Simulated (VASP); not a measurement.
Runs of VASP 6.6.1 on ScTaN. The structure is that of space group P-3m1 (No. 164), or close to it. The cells are those of the table. 

```tsv
task	level	spin	U	cell	cutoff (eV)	gap on the mesh (eV)	pressure (GPa)	largest force (eV/Å)
single point	PBEsol	non-collinear, zero start, SOC	-	a = 3.085, b = 3.085, c = 10.340 Å, angles 90.0, 90.0, 120.0°, 6 atoms	520	-	-6.0	0.26
single point	r2SCAN+U	off	Sc d U = 8.0 eV, Ta d U = 8.0 eV	a = 3.085, b = 3.085, c = 10.340 Å, angles 90.0, 90.0, 120.0°, 6 atoms	520	none	24.8	0.98
single point	r2SCAN+U	off	Sc d U = 6.0 eV, Ta d U = 6.0 eV	a = 3.085, b = 3.085, c = 10.340 Å, angles 90.0, 90.0, 120.0°, 6 atoms	520	none	(a)	0.74
relaxation of cell and atoms	PBEsol	off	-	relaxed from a = 3.085, b = 3.085, c = 10.340 Å, angles 90.0, 90.0, 120.0°, 6 atoms	600	none	0.0	0.01
single point	PBEsol	off	-	a = 3.053, b = 3.053, c = 10.211 Å, angles 90.0, 90.0, 120.0°, 6 atoms	520	none	0.5	0.04
```

Alike in all rows: potentials or basis VASP PAW PBE potentials, release 64 (Ta_pv, Sc_sv, N); k mesh 10 × 10 × 3; smearing fermi-dirac 0.05 eV.

**Question.** Estimate the missing entries.

**Answer.** (a) 18.2.

Caveats: the PAW data sets were made with another functional, which shifts forces and pressure a little; spin-orbit coupling is left out, which moves the levels of the heavy elements (at least some runs); the cell stands under pressure (at least some runs); U without spin polarisation on a metal has little footing (at least some runs); the cell stands under tension (at least some runs).

A k mesh can miss the band edges, and rows without SOC leave out spin-orbit coupling on Ta.

A gap of «none» marks levels without a gap at the run's occupations.
